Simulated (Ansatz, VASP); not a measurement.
## Two plane-wave programs on HOs2

```
H Os
1.0
     1.39327    0.80441    4.60542
    -1.39327    0.80441    4.60542
     0.00000   -1.60881    4.60542
H Os
1 2
Direct
  0.00000 0.00000 0.00000
  0.75612 0.75612 0.75612
  0.24388 0.24388 0.24388
```

Alike in both runs: functional PBE; k mesh 6 × 6 × 6; occupations gaussian, width 0.1 eV; no spin polarisation.

Ansatz relaxed the structure, and its values are those at the end. VASP's run is a single point on that final structure, the one shown.

|  | VASP | Ansatz |
| --- | --- | --- |
| version | VASP 6.6.1 | Ansatz 0.2.0 |
| potentials or method | VASP PAW PBE potentials, release 64 (H, Os), cutoff 520 eV | scalar-relativistic, plane waves, PAW |
| valence electrons in the cell | 17 | 33 |

VASP gave:

- gap on the k mesh at the Fermi level (eV): none
- pressure (GPa): 0.3
- rms of the force components (eV/Å): 0.026

**Question.** Estimate Ansatz's values.

**Answer.** gap on the k mesh at the Fermi level (eV): none; pressure (GPa): 0.0; rms of the force components (eV/Å): 0.000.

A gap of «none» marks a metal or a gap that the smearing closes. VASP's potentials hold 17 valence electrons a cell and Ansatz's 33, so a difference there can come from the potentials and not from the codes.

The k mesh is coarse, so the values compare programs but aren't converged. Neither program's run includes spin-orbit coupling.
